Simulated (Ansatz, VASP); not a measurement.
**One calculation of ScAl2, two programs**

```
Sc Al
1.0
     3.16483    0.00000    0.00000
     0.00000    3.16483    0.00000
     0.00000    0.00000   30.05752
Sc Al
1 2
Direct
  0.00000 0.00000 0.28279
  0.50000 0.50000 0.22341
  0.50000 0.50000 0.34217
```

Change from the starting cell: species swapped into a sheet of the CeSi2 type.

Alike in both runs: functional PBE; k mesh 6 × 6 × 1; occupations gaussian, width 0.1 eV; no spin polarisation.

Ansatz relaxed the structure, and its values are those at the end. VASP's run is a single point on that final structure, the one shown.

|  | VASP | Ansatz |
| --- | --- | --- |
| version | VASP 6.6.1 | Ansatz 0.2.0 |
| potentials or method | VASP PAW PBE potentials, release 64 (Sc_sv, Al), cutoff 520 eV | scalar-relativistic, plane waves, PAW |
| valence electrons in the cell | 17 | 17 |

|  | VASP | Ansatz | Ansatz less VASP |
| --- | --- | --- | --- |
| gap on the k mesh at the Fermi level (eV) | none | none | - |
| rms of the force components (eV/Å) | 0.005 | 0.009 | +0.0038 |

A gap of «none» marks a metal or a gap that the smearing closes. With one functional, cell and mesh, what is left measures potentials, basis and numerics. Ansatz's warnings: slab cell height set.
